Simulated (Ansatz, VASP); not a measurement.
Sn in VASP and in Ansatz

Contents of INCAR:

```
ALGO = Normal ; EDIFF = 1E-6
ENCUT = 520 ; GGA = PE
ISIF = 2 ; ISMEAR = -1
LASPH = T ; LCHARG = F
LREAL = F ; LWAVE = F
NBANDS = 36 ; NELM = 60
PREC = Accurate ; SIGMA = 0.1
```

Contents of KPOINTS:

```
k-points
0
Gamma
  12 12 3
```

Contents of POSCAR:

```
Sn
1.0
    2.8736409741      0.0000000000      0.0000000000
   -1.4368204870      2.4886460849      0.0000000000
    0.0000000000      0.0000000000      9.3678910881
Sn
4
Direct
    0.0000000000      0.0000000000      0.0000000000
    0.0000000000      0.0000000000      0.5000000000
    0.3333333333      0.6666666667      0.2500000000
    0.6666666667      0.3333333333      0.7500000000
```

Input for Ansatz:

```yaml
crystal:
  lattice:
    - [2.8736409741, 0.0, 0.0]
    - [-1.436820487, 2.4886460849, 0.0]
    - [0.0, 0.0, 9.3678910881]
  atoms:
    - { symbol: Sn, position: [0.0, 0.0, 0.0] }
    - { symbol: Sn, position: [0.0, 0.0, 0.5] }
    - { symbol: Sn, position: [0.3333333333, 0.6666666667, 0.25] }
    - { symbol: Sn, position: [0.6666666667, 0.3333333333, 0.75] }
kpoints:
  mp_grid: { grid: [12, 12, 3] }
scf:
  occupations: { method: fermi_dirac, width: 0.1 }
hamiltonian:
  xc: pbe
  pseudopotentials: { kind: all_electron, lapw: { basis_error: 0.001 } }
output:
  forces: true
  stress: true
  eigenvalues: true
  populations: true
```

Change from the starting cell: volume scaled by 0.6, LAPW.

Alike in both runs: task single point; functional PBE; k mesh 12 × 12 × 3; occupations fermi-dirac, width 0.1 eV; no spin polarisation.

|  | VASP | Ansatz |
| --- | --- | --- |
| version | VASP 6.6.1 | Ansatz 0.2.0 |
| potentials or method | VASP PAW PBE potentials, release 64 (Sn_d), cutoff 520 eV | all-electron LAPW, scalar-relativistic |

```tsv
	VASP	Ansatz	Ansatz less VASP
pressure (GPa)	81.1	81.0	-0.06
traceless stress, the component that is largest in VASP (GPa)	-0.05	-0.05	+0.003
```

Both programs put the cell under a high pressure, so it lies far from rest at this level. Ansatz ran all-electron here, and VASP with PAW potentials.

Noted on VASP's run: the cell as given lies far from equilibrium.
